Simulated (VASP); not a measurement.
# Mg12BH3O12 in VASP: single point with PBE

Aim: the single point of Mg12BH3O12 with PBE.

Program: VASP 6.6.1. These are calculated values, not measurements. Logs are shortened: lines on timing, memory, paths and dates and some standing lists are left out, and cuts for length are marked.

### Step 1. The cell of the first run

The cell holds a slab with vacuum, 28 atoms: a = 5.964 Å, b = 5.964 Å, c = 18.087 Å, α = 90.00°, β = 90.00°, γ = 60.00°.

### Step 2. Single point, PBE

File INCAR:

```
SYSTEM = Mg12BH3O12
PREC = Accurate ; ENCUT = 620
EDIFF = 1E-6 ; ISMEAR = 0
SIGMA = 0.05 ; LREAL = Auto
LASPH = .TRUE. ; NELM = 120
ALGO = Normal ; ISIF = 2
LWAVE = .FALSE. ; LCHARG = .FALSE.
GGA = PE ; NBANDS = 119
GGA_COMPAT = .FALSE. ; NELMDL = -8
```

File KPOINTS:

```
regular mesh
0
G
  3 3 1
  0 0 0
```

File POSCAR:

```
Mg12BH3O12
1.0
    5.9637390000      0.0000000000      0.0000000000
    2.9818690000      5.1647490000      0.0000000000
    0.0000000000      0.0000000000     18.0867150000
Mg O B H
12 12 1 3
Direct
    0.0000000000      0.0000000000      0.0552892000
    0.0000000200      0.5000000100      0.0552892000
    0.4999999700      0.0000000000      0.0552892000
    0.4999999800      0.5000000100      0.0552892000
    0.6653175432      0.6669089098      0.1920271990
    0.6654971239      0.1690967041      0.1909735765
    0.1676961915      0.6670050674      0.1919680165
    0.1679905248      0.1639986921      0.1923117567
    0.3282604602      0.3304243424      0.3287184717
    0.3450247463      0.8093569851      0.3380492430
    0.8413698377      0.3304123215      0.3290590145
    0.8252317010      0.8493673701      0.3202752479
    0.3333333400      0.8333333500      0.1225951200
    0.3333333200      0.3333333400      0.1225951200
    0.8333333100      0.8333333500      0.1225951200
    0.8333332900      0.3333333400      0.1225951200
    0.0014602342      0.4971851446      0.2575653281
    0.0013136765      0.0002423685      0.2588344681
    0.4978006992      0.5042581677      0.2628643502
    0.4986517335      0.0001215228      0.2586766575
    0.6604285465      0.1793916597      0.3848285166
    0.7202217660      0.6585781152      0.3949622318
    0.1766887487      0.1464295573      0.3885534883
    0.1217347992      0.6580289547      0.3948673370
    0.9381241667      0.6242517059      0.4331156089
    1.1806735060      0.1428998810      0.4419999793
    0.9646555150      0.5712725216      0.4984649513
    0.6592164188      1.1789224883      0.4381560848
```

Potentials or basis: VASP PAW PBE potentials, release 64 (Mg_sv, O, B, H).

Command:

```sh
> cat potpaw_PBE.64/Mg_sv/POTCAR potpaw_PBE.64/O/POTCAR potpaw_PBE.64/B/POTCAR potpaw_PBE.64/H/POTCAR > POTCAR
> mpirun -np 1 vasp_std > vasp.out
```

OUTCAR:

```text
SYSTEM = Mg12BH3O12
   PREC = Accurate
   ENCUT = 620
   EDIFF = 1E-6
   ISMEAR = 0
   LREAL = Auto
   LASPH = .TRUE.
   NELM = 120
   ISIF = 2
   GGA = PE
   NELMDL = -8

 ion  position               nearest neighbor table
   1  0.000  0.000  0.055-  16 2.11  15 2.11  13 2.11
   2  0.000  0.500  0.055-  14 2.11  15 2.11  16 2.11
   3  0.500  0.000  0.055-  13 2.11  14 2.11  15 2.11
   4  0.500  0.500  0.055-  14 2.11  13 2.11  16 2.11
   5  0.665  0.667  0.192-  20 2.10  17 2.10  13 2.13
   6  0.665  0.169  0.191-  16 2.11  14 2.11  20 2.12  18 2.12
   7  0.168  0.667  0.192-  17 2.10  18 2.10  13 2.12
   8  0.168  0.164  0.192-  17 2.09  20 2.09  18 2.09  13 2.12
   9  0.328  0.330  0.329-  21 2.00  23 2.05  24 2.09  17 2.12  20 2.13
  10  0.345  0.809  0.338-  23 1.97  19 2.08
  11  0.841  0.330  0.329-  21 1.99  23 2.04  22 2.09  18 2.13  17 2.13
  12  0.825  0.849  0.320-  20 2.02  18 2.02  22 2.06  24 2.06  21 2.07
  13  0.333  0.833  0.123-   3 2.11   4 2.11   1 2.11   8 2.12   7 2.12   5 2.13
  14  0.333  0.333  0.123-   2 2.11   4 2.11   3 2.11   6 2.11
  15  0.833  0.833  0.123-   2 2.11   1 2.11   3 2.11
  16  0.833  0.333  0.123-   1 2.11   4 2.11   2 2.11   6 2.11
  17  0.001  0.497  0.258-   8 2.09   5 2.10   7 2.10   9 2.12  11 2.13
  18  0.001  0.000  0.259-  12 2.02   8 2.09   7 2.10   6 2.12  11 2.13
  19  0.498  0.504  0.263-  10 2.08
  20  0.499  0.000  0.259-  12 2.02   8 2.09   5 2.10   6 2.12   9 2.13
  21  0.660  0.179  0.385-  28 0.96  11 1.99   9 2.00  12 2.07
  22  0.720  0.659  0.395-  25 1.39  12 2.06  11 2.09
  23  0.177  0.146  0.389-  26 0.97  10 1.97  11 2.04   9 2.05
  24  0.122  0.658  0.395-  25 1.39  12 2.06   9 2.09
  25  0.938  0.624  0.433-  27 1.21  24 1.39  22 1.39
  26  0.181  0.143  0.442-  23 0.97
  27  0.965  0.571  0.498-  25 1.21
  28  0.659  0.179  0.438-  21 0.96

  LATTYP: Found a hexagonal cell.
 ALAT       =     5.9637383382
 C/A-ratio  =     3.0327814492

  Lattice vectors:

 A1 = (  -2.9818690000,  -5.1647490000,   0.0000000000)
 A2 = (   5.9637390000,   0.0000000000,   0.0000000000)
 A3 = (   0.0000000000,   0.0000000000,  18.0867150000)

Analysis of symmetry for initial positions (statically):
=====================================================================
 Subroutine PRICEL returns:
 Original cell was already a primitive cell.

 Routine SETGRP: Setting up the symmetry group for a
 hexagonal supercell.

 Subroutine GETGRP returns: Found  1 space group operations
 (whereof  1 operations were pure point group operations)
 out of a pool of 24 trial point group operations.
[... 152 lines left out ...]
   NFREE  =      0    steps in history (QN), initial steepest desc. (CG)
   ISIF   =      2    stress and relaxation
   ISYM   =      2    0-nonsym 1-usesym 2-fastsym
   POTIM  = 0.5000    time-step for ionic-motion
   TEBEG  =    0.0;   TEEND  =   0.0 temperature during run
   PSTRESS=    0.0 pullay stress
   NELECT =     198.0000    total number of electrons
   NUPDOWN=      -1.0000    fix difference up-down
   EMIN   =  10.00;   EMAX   =-10.00  energy-range for DOS
   EFERMI =   0.00;   METHOD = LEGACY
   ISMEAR =     0;   SIGMA  =   0.05  broadening in eV -4-tet -1-fermi 0-gaus
   EFERMI_NEDOS =   21; number of points for ismear=-14 and -15
   IALGO  =     38    algorithm
   IMIX   =      4    mixing-type and parameters
     AMIX     =   0.40;   BMIX     =  1.00
     AMIX_MAG =   1.60;   BMIX_MAG =  1.00
  volume/ion in A,a.u.               =      19.90       134.27
  Fermi-wavevector in a.u.,A,eV,Ry     =   1.159633  2.191389 18.296429  1.344750
  Thomas-Fermi vector in A             =   2.296224
   LORBIT       =      0    0 simple, 1 ext, 2 COOP (PROOUT), +10 PAW based schemes
   GGA     = PE    functional components
   LHFCALC =     F    Hartree Fock is set to
   AEXX    =    0.0000 exact exchange contribution
   IVDW    =     0    specifies the selected vdW correction
   LEPSILON=     F    determine dielectric tensor
   LRPA    =     F    only Hartree local field effects (RPA)
 non-spin polarized calculation
 Gauss-broadening in eV      SIGMA  =   0.05
  energy-cutoff  :      620.00
  volume of cell :      557.09
 maximum number of plane-waves:     19554
   NGX = 25   NGY = 25   NGZ = 73

 number of electron     197.9999887 magnetization

 Free energy of the ion-electron system (eV)
  ---------------------------------------------------
  ext. energy  EPLUGINS =         0.00000000
  ---------------------------------------------------
  free energy    TOTEN  =      -151.77549097 eV

  energy without entropy =     -151.76371288  energy(sigma->0) =     -151.76960193

 E-fermi :   0.7051     XC(G=0):  -6.0831

 val. band max:        0.6708855966   @ k =   0.0000   0.3333   0.0000
 cond. band min:       2.0457041608   @ k =   0.3333   0.3333   0.0000
 fundamental gap:      1.3748185642
 Fermi energy:         0.7050788265

 k-point     1 :       0.0000    0.0000    0.0000
  band No.  band energies     occupation
      1     -75.7559      2.00000
      2     -75.2735      2.00000
      3     -75.2668      2.00000
      4     -75.2643      2.00000
      5     -75.2609      2.00000
      6     -75.2338      2.00000
[... 559 lines left out ...]
    110       5.6534      0.00000
    111       5.6945      0.00000
 [bands above 111 left out]

------------------------ aborting loop because EDIFF is reached ----------------------------------------

  FORCE on cell =-STRESS in cart. coord.  units (eV):
  Direction    XX          YY          ZZ          XY          YZ          ZX
  --------------------------------------------------------------------------------------
  -------------------------------------------------------------------------------------
  Total        6.9791580     11.2421424      2.1194004      0.0133282     -0.0429485     -0.0188530
  in kB       20.0717885     32.3319666      6.0953136      0.0383313     -0.1235181     -0.0542206
  external PRESSURE =      19.4996896 kB  Pullay stress =       0.0000000 kB

 VOLUME and BASIS-vectors are now :
 -----------------------------------------------------------------------------
  energy-cutoff  :      620.00
  volume of cell :      557.09
      direct lattice vectors                 reciprocal lattice vectors
     5.963739000  0.000000000  0.000000000     0.167680041 -0.096810109  0.000000000
     2.981869000  5.164749000  0.000000000     0.000000000  0.193620251  0.000000000
     0.000000000  0.000000000 18.086715000     0.000000000  0.000000000  0.055289200

 POSITION                                       TOTAL-FORCE (eV/Angst)
 -----------------------------------------------------------------------------------
      0.00000      0.00000      1.00000        -0.000642     -0.008398     -0.580823
      1.49093      2.58237      1.00000        -0.000164      0.005525     -0.539063
      2.98187      0.00000      1.00000         0.000833     -0.008733     -0.578537
      4.47280      2.58237      1.00000         0.000171      0.013665     -0.618744
      5.95642      3.44442      3.47314        -0.001974     -0.000437     -0.001521
      4.47308      0.87334      3.45408         0.000637      0.001506      0.000549
[... 20 lines left out ...]
      7.45641      2.95048      9.01559         0.000778     -0.000587     -0.027871
      4.46492      0.92409      7.92480         0.009940     -0.010933      0.085661
 -----------------------------------------------------------------------------------
    total drift:                               -0.001229     -0.009108      0.002445

  FREE ENERGIE OF THE ION-ELECTRON SYSTEM (eV)
  ---------------------------------------------------
  free  energy   TOTEN  =      -151.7754909685 eV

  energy  without entropy=     -151.7637128826  energy(sigma->0) =     -151.76960193
```

stdout:

```text
POSCAR found type information on POSCAR MgO B H
 POSCAR found :  4 types and      28 ions
 scaLAPACK will be used
 LDA part: xc-table for (Slater+PW92), standard interpolation
 POSCAR, INCAR and KPOINTS ok, starting setup
 FFT: planning ... GRIDC
 FFT: planning ... GRID_SOFT
 FFT: planning ... GRID
 WAVECAR not read
 entering main loop
```

Wall time 18 min (1 thread of Intel Xeon Platinum 8375C at 2.90GHz (Ice Lake), shared host); peak memory 0.85 GiB.

Results:

| Quantity | Value |
| --- | --- |
| Free energy | -151.7755 eV |
| Largest force | 0.619 eV/Å |
| Band gap on the k mesh | zero (bands 99 and 100 overlap by 2.13 eV) |

Forces in eV/Å, atoms in the order of the input:
```
Mg  -0.001 -0.008 -0.581
Mg   0.000  0.006 -0.539
Mg   0.001 -0.009 -0.579
Mg   0.000  0.014 -0.619
Mg  -0.002  0.000 -0.002
Mg   0.001  0.002  0.001
Mg   0.003  0.000  0.004
Mg  -0.001 -0.004  0.001
Mg   0.008 -0.015 -0.007
Mg   0.004 -0.012  0.004
Mg  -0.005  0.002 -0.031
Mg   0.003  0.010 -0.013
O   -0.002 -0.083  0.547
O    0.109  0.033  0.569
O    0.003  0.030  0.521
O   -0.109  0.030  0.572
O   -0.007  0.007  0.002
O    0.011 -0.001 -0.010
O    0.007 -0.009 -0.001
O   -0.013  0.004  0.003
O   -0.027  0.003 -0.043
O   -0.091  0.015 -0.022
O    0.026 -0.014 -0.026
O    0.096  0.025 -0.024
B   -0.013 -0.022  0.135
H   -0.011  0.009  0.078
H    0.001 -0.001 -0.028
H    0.010 -0.011  0.086
```

Levels at points of the mesh, in eV from the Fermi level:
| k point | band 95 | band 96 | band 97 | band 98 | band 99 | band 100 | band 101 | band 102 | band 103 | band 104 |
| --- | --- | --- | --- | --- | --- | --- | --- | --- | --- | --- |
| (0.00, 0.00, 0.00) | -3.85 | -3.60 | -3.57 | -1.94 | 1.67 | 1.70 | 1.71 | 1.72 | 2.26 | 2.34 |

Caveat: the k points lie up to 0.41 Å⁻¹ apart, too coarse for converged energies and pressures of a metal; there is no dipole correction, which matters where the two faces differ.

The gap in the log of VASP goes by the Fermi energy; the results here count the filled bands.